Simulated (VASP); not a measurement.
A run of VASP 6.6.1 is set up as follows.

File INCAR:

```
PREC = Accurate ; ENCUT = 520
EDIFF = 1E-6 ; ISMEAR = 0
SIGMA = 0.05 ; LREAL = F
LASPH = T ; NELM = 100
ALGO = Normal ; ISIF = 2
LWAVE = F ; LCHARG = F
GGA = PE ; NBANDS = 17
```

The input KPOINTS:

```
regular mesh
0
Gamma
  4 4 4
```

Contents of POSCAR:

```
PbS
1.0
    0.0000000000      2.9650006778      2.9650006778
    2.9650006778      0.0000000000      2.9650006778
    2.9650006778      2.9650006778      0.0000000000
Pb S
1 1
Direct
    0.5000000000      0.5000000000      0.5000000000
    0.0000000000      0.0000000000      0.0000000000
```

Potentials or basis: VASP PAW PBE potentials, release 64 (Pb_d, S).

The run is started by

```sh
$ cat potpaw_PBE.64/Pb_d/POTCAR potpaw_PBE.64/S/POTCAR > POTCAR
$ mpirun -np 1 vasp_std > vasp.out
```

(1) Predict the pressure.

(2) Estimate the band gap on the k mesh.

Answers

(1) 2.3 GPa.

(2) 0.36 eV, direct.

Caveat: the k points lie up to 0.46 Å⁻¹ apart; spin-orbit coupling is left out, which moves the levels of the heavy elements.
